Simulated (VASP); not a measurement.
# N in VASP: notebook

The runs below take N through single point, with PBE.

Everything below comes from runs of VASP 6.6.1. Logs are shortened: lines on timing, memory, paths and dates and some standing lists are left out, and cuts for length are marked.

### 1 The cell of the first run

It takes space group P-6m2 (No. 187, hexagonal). The conventional cell has a = 3.910 Å, b = 3.910 Å, c = 7.203 Å, α = 90.00°, β = 90.00°, γ = 120.00°. N (site symmetry 3m) has 1 N at 1.30 Å within 1.7 Å. N (site symmetry 3m) has 1 N at 1.21 Å within 1.6 Å.

### 2 Single point, PBE (strained and its atoms moved)

File INCAR:

```
PREC = Accurate
ENCUT = 520
EDIFF = 1E-7
ISMEAR = 0
SIGMA = 0.02
LREAL = False
LASPH = True
NELM = 80
ALGO = Normal
ISIF = 2
LWAVE = False
LCHARG = False
GGA = PE
NBANDS = 18
```

File KPOINTS:

```
Automatic mesh
0
Gamma
  6 6 4
```

File POSCAR:

```
N
1.0
    3.9095728059      0.0000000000      0.0000000000
   -1.9547864030      3.3857893679      0.0000000000
    0.0000000000      0.0000000000      7.2033626289
N
4
Direct
    0.3333333300      0.6666666700      0.3400566119
    0.3333333300      0.6666666700      0.1599433881
    0.6666666700      0.3333333300      0.8337140190
    0.6666666700      0.3333333300      0.6662859810
```

Potentials or basis: VASP PAW PBE potentials, release 64 (N).

On the command line:

```sh
$ cat potpaw_PBE.64/N/POTCAR > POTCAR
$ mpirun -np 1 vasp_std > vasp.out
```

OUTCAR:

```text
PREC = Accurate
   ENCUT = 520
   EDIFF = 1E-7
   ISMEAR = 0
   LREAL = False
   LASPH = True
   NELM = 80
   ISIF = 2
   GGA = PE

 ion  position               nearest neighbor table
   1  0.333  0.667  0.340-   2 1.30
   2  0.333  0.667  0.160-   1 1.30
   3  0.667  0.333  0.834-   4 1.21
   4  0.667  0.333  0.666-   3 1.21

  LATTYP: Found a hexagonal cell.
 ALAT       =     3.9095728059
 C/A-ratio  =     1.8424935374

  Lattice vectors:

 A1 = (   3.9095728059,   0.0000000000,   0.0000000000)
 A2 = (  -1.9547864030,   3.3857893679,   0.0000000000)
 A3 = (   0.0000000000,   0.0000000000,   7.2033626289)

Analysis of symmetry for initial positions (statically):
=====================================================================
 Subroutine PRICEL returns:
 Original cell was already a primitive cell.

 Routine SETGRP: Setting up the symmetry group for a
 hexagonal supercell.

 Subroutine GETGRP returns: Found 12 space group operations
 (whereof  6 operations were pure point group operations)
 out of a pool of 24 trial point group operations.

The static configuration has the point symmetry C_3v.
 The point group associated with its full space group is D_3h.

Analysis of symmetry for dynamics (positions and initial velocities):
=====================================================================
 Subroutine PRICEL returns:
 Original cell was already a primitive cell.

 Routine SETGRP: Setting up the symmetry group for a
 hexagonal supercell.

 Subroutine GETGRP returns: Found 12 space group operations
 (whereof  6 operations were pure point group operations)
 out of a pool of 24 trial point group operations.

The dynamic configuration has the point symmetry C_3v.
 The point group associated with its full space group is D_3h.

 Subroutine INISYM returns: Found 12 space group operations
 (whereof  6 operations are pure point group operations),
 and found     1 'primitive' translations

----------------------------------------------------------------------------------------

                                     Primitive cell

  volume of cell :      95.3508

  direct lattice vectors                    reciprocal lattice vectors
     3.909572806  0.000000000  0.000000000     0.255782422  0.147676050  0.000000000
    -1.954786403  3.385789368  0.000000000     0.000000000  0.295352100  0.000000000
     0.000000000  0.000000000  7.203362629     0.000000000  0.000000000  0.138824054

  length of vectors
     3.909572806  3.909572806  7.203362629     0.295352100  0.295352100  0.138824054

  position of ions in fractional coordinates (direct lattice)
     0.333333330  0.666666670  0.340056612
     0.333333330  0.666666670  0.159943388
     0.666666670  0.333333330  0.833714019
     0.666666670  0.333333330  0.666285981

  ion indices of the primitive-cell ions
   primitive index   ion index
                 1           1
                 2           2
                 3           3
                 4           4

----------------------------------------------------------------------------------------

 KPOINTS: Automatic mesh

Automatic generation of k-mesh.
 Grid dimensions read from file:
 generate k-points for:    6    6    4

 Generating k-lattice:

  Cartesian coordinates                     Fractional coordinates (reciprocal lattice)
     0.042630404  0.024612675  0.000000000     0.166666667  0.000000000  0.000000000
     0.000000000  0.049225350  0.000000000     0.000000000  0.166666667  0.000000000
     0.000000000  0.000000000  0.034706013     0.000000000  0.000000000  0.250000000

  Length of vectors
     0.049225350  0.049225350  0.034706013

  Shift w.r.t. Gamma in fractional coordinates (k-lattice)
     0.000000000  0.000000000  0.000000000

 Subroutine IBZKPT returns following result:
 ===========================================

 Found     21 irreducible k-points:

 Following reciprocal coordinates:
            Coordinates               Weight
  0.000000  0.000000  0.000000      1.000000
  0.166667  0.000000  0.000000      6.000000
  0.333333  0.000000  0.000000      6.000000
  0.500000  0.000000  0.000000      3.000000
  0.166667  0.166667  0.000000      6.000000
  0.333333  0.166667  0.000000     12.000000
[... 13 lines left out ...]
  0.333333  0.166667  0.500000     12.000000
  0.333333  0.333333  0.500000      2.000000
   k-points           NKPTS =     21   k-points in BZ     NKDIM =     21   number of bands    NBANDS=     18
   number of dos      NEDOS =    301   number of ions     NIONS =      4
   total plane-waves  NPLWV =  48600
   dimension x,y,z NGX =    30 NGY =   30 NGZ =   54
   dimension x,y,z NGXF=    60 NGYF=   60 NGZF=  108
   ions per type =               4
   NGX,Y,Z   is equivalent  to a cutoff of  12.76, 12.76, 12.46 a.u.
   NGXF,Y,Z  is equivalent  to a cutoff of  25.51, 25.51, 24.93 a.u.
 SYSTEM =  unknown system
   PREC   = accura    normal or accurate (medium, high low for compatibility)
   ISTART =      0    job   : 0-new  1-cont  2-samecut
   ICHARG =      2    charge: 1-file 2-atom 10-const
   ISPIN  =      1    spin polarized calculation?
   LNONCOLLINEAR =      F non collinear calculations
   LSORBIT =      F    spin-orbit coupling
   LASPH  =      T    aspherical Exc in radial PAW
   ENCUT  =  520.0 eV  38.22 Ry    6.18 a.u.   7.27  7.27 13.39*2*pi/ulx,y,z
   NELM   =     80;   NELMIN=  2; NELMDL= -5     # of ELM steps
   EDIFF  = 0.1E-06   stopping-criterion for ELM
   LREAL  =      F    real-space projection
   EDIFFG = 0.1E-05   stopping-criterion for IOM
   NSW    =      0    number of steps for IOM
   IBRION =     -1    ionic relax: 0-MD 1-quasi-New 2-CG
   NFREE  =      0    steps in history (QN), initial steepest desc. (CG)
   ISIF   =      2    stress and relaxation
   ISYM   =      2    0-nonsym 1-usesym 2-fastsym
   POTIM  = 0.5000    time-step for ionic-motion
   TEBEG  =    0.0;   TEEND  =   0.0 temperature during run
   PSTRESS=    0.0 pullay stress
   NELECT =      20.0000    total number of electrons
   NUPDOWN=      -1.0000    fix difference up-down
   EMIN   =  10.00;   EMAX   =-10.00  energy-range for DOS
   EFERMI =   0.00;   METHOD = LEGACY
   ISMEAR =     0;   SIGMA  =   0.02  broadening in eV -4-tet -1-fermi 0-gaus
   EFERMI_NEDOS =   21; number of points for ismear=-14 and -15
   IALGO  =     38    algorithm
   IMIX   =      4    mixing-type and parameters
     AMIX     =   0.40;   BMIX     =  1.00
     AMIX_MAG =   1.60;   BMIX_MAG =  1.00
  volume/ion in A,a.u.               =      23.84       160.86
  Fermi-wavevector in a.u.,A,eV,Ry     =   0.972695  1.838127 12.872954  0.946135
  Thomas-Fermi vector in A             =   2.103014
   LORBIT       =      0    0 simple, 1 ext, 2 COOP (PROOUT), +10 PAW based schemes
   GGA     = PE    functional components
   LHFCALC =     F    Hartree Fock is set to
   AEXX    =    0.0000 exact exchange contribution
   IVDW    =     0    specifies the selected vdW correction
   LEPSILON=     F    determine dielectric tensor
   LRPA    =     F    only Hartree local field effects (RPA)
 non-spin polarized calculation
 Gauss-broadening in eV      SIGMA  =   0.02
  energy-cutoff  :      520.00
  volume of cell :       95.35
 maximum number of plane-waves:      2601
 NGX is ok and might be reduce to    30
   NGX = 15   NGY = 15   NGZ = 27

 number of electron      19.9999998 magnetization

 Free energy of the ion-electron system (eV)
  ---------------------------------------------------
  ext. energy  EPLUGINS =         0.00000000
  ---------------------------------------------------
  free energy    TOTEN  =       -31.15629881 eV

  energy without entropy =      -31.15629881  energy(sigma->0) =      -31.15629881

 E-fermi :  -5.9761     XC(G=0):  -6.3740

 val. band max:       -6.1193413291   @ k =   0.0000   0.0000   0.0000
 cond. band min:      -0.8621142259   @ k =   0.3333   0.3333   0.0000
 fundamental gap:      5.2572271033
 Fermi energy:        -5.9760623570

 k-point     1 :       0.0000    0.0000    0.0000
  band No.  band energies     occupation
      1     -23.4181      2.00000
      2     -22.0646      2.00000
      3     -11.6644      2.00000
      4     -10.6604      2.00000
      5      -7.4663      2.00000
      6      -7.2529      2.00000
[... 10 lines left out ...]
     17       6.0506      0.00000
     18       9.7338      0.00000

 k-point     2 :       0.1667    0.0000    0.0000
  band No.  band energies     occupation
      1     -23.4086      2.00000
      2     -22.0530      2.00000
      3     -11.5999      2.00000
      4     -10.6787      2.00000
      5      -7.5708      2.00000
      6      -7.2835      2.00000
[... 10 lines left out ...]
     17       6.4781      0.00000
     18       9.4052      0.00000

 k-point     3 :       0.3333    0.0000    0.0000
  band No.  band energies     occupation
      1     -23.3896      2.00000
      2     -22.0297      2.00000
      3     -11.4539      2.00000
      4     -10.7310      2.00000
      5      -7.7509      2.00000
      6      -7.3439      2.00000
[... 10 lines left out ...]
     17       7.4893      0.00000
     18       7.7498      0.00000

 k-point     4 :       0.5000    0.0000    0.0000
  band No.  band energies     occupation
      1     -23.3801      2.00000
      2     -22.0180      2.00000
      3     -11.3668      2.00000
      4     -10.7705      2.00000
      5      -7.8342      2.00000
      6      -7.3736      2.00000
[... 312 lines left out ...]
      4     -10.8710      2.00000
      5      -7.5557      2.00000
      6      -7.3428      2.00000
[... 10 lines left out ...]
     17       8.1927      0.00000
     18       8.4529      0.00000

 k-point    20 :       0.3333    0.1667    0.5000
  band No.  band energies     occupation
      1     -23.3800      2.00000
      2     -22.0181      2.00000
      3     -11.3465      2.00000
      4     -10.8174      2.00000
      5      -7.6802      2.00000
      6      -7.4263      2.00000
[... 10 lines left out ...]
     17       7.1063      0.00000
     18       7.3770      0.00000

 k-point    21 :       0.3333    0.3333    0.5000
  band No.  band energies     occupation
      1     -23.3753      2.00000
      2     -22.0121      2.00000
      3     -11.3294      2.00000
      4     -10.7992      2.00000
      5      -7.6044      2.00000
      6      -7.5765      2.00000
[... 10 lines left out ...]
     17       6.9314      0.00000
     18       7.0687      0.00000

------------------------ aborting loop because EDIFF is reached ----------------------------------------

  FORCE on cell =-STRESS in cart. coord.  units (eV):
  Direction    XX          YY          ZZ          XY          YZ          ZX
  --------------------------------------------------------------------------------------
  -------------------------------------------------------------------------------------
  Total        0.2632881      0.2632881    -29.5534816     -0.0000000     -0.0000000      0.0000000
  in kB        4.4240218      4.4240218   -496.5862763     -0.0000000     -0.0000000      0.0000000
  external PRESSURE =    -162.5794109 kB  Pullay stress =       0.0000000 kB

 VOLUME and BASIS-vectors are now :
 -----------------------------------------------------------------------------
  energy-cutoff  :      520.00
  volume of cell :       95.35
      direct lattice vectors                 reciprocal lattice vectors
     3.909572806  0.000000000  0.000000000     0.255782422  0.147676050  0.000000000
    -1.954786403  3.385789368  0.000000000     0.000000000  0.295352100  0.000000000
     0.000000000  0.000000000  7.203362629     0.000000000  0.000000000  0.138824054

 POSITION                                       TOTAL-FORCE (eV/Angst)
 -----------------------------------------------------------------------------------
     -0.00000      2.25719      2.44955         0.000000     -0.000000    -13.944785
     -0.00000      2.25719      1.15213         0.000000     -0.000000     13.944785
      1.95479      1.12860      6.00554        -0.000000      0.000000     -9.832519
      1.95479      1.12860      4.79950        -0.000000      0.000000      9.832519
 -----------------------------------------------------------------------------------
    total drift:                               -0.000005      0.000003      0.000001

  FREE ENERGIE OF THE ION-ELECTRON SYSTEM (eV)
  ---------------------------------------------------
  free  energy   TOTEN  =       -31.1562988081 eV

  energy  without entropy=      -31.1562988081  energy(sigma->0) =      -31.15629881
```

Wall time 15 s (1 thread of Intel Xeon 6975P-C (Granite Rapids), shared host); peak memory 0.2 GiB.

Results:

```yaml
Free_energy: -31.1563 eV
Pressure: -16.3 GPa
Largest_force: 13.945 eV/Å
Band_gap_on_the_k_mesh: 5.26 eV, indirect (least direct gap 5.48 eV)
```

Forces on the atoms (eV/Å):
```
N     0.000   0.000 -13.945
N     0.000   0.000  13.945
N     0.000   0.000  -9.833
N     0.000   0.000   9.833
```

Stress tensor (GPa, compression positive):
```
  0.44   0.00   0.00
  0.00   0.44   0.00
  0.00   0.00 -49.66
```

Caveat: the cell differs from its parent crystal (strained and its atoms moved); the standard files for N, O and F lose accuracy on very short bonds; forces of over 1 eV/Å act on the atoms, so gaps and moduli don't describe the material at rest.

[end of part 1 of 2]
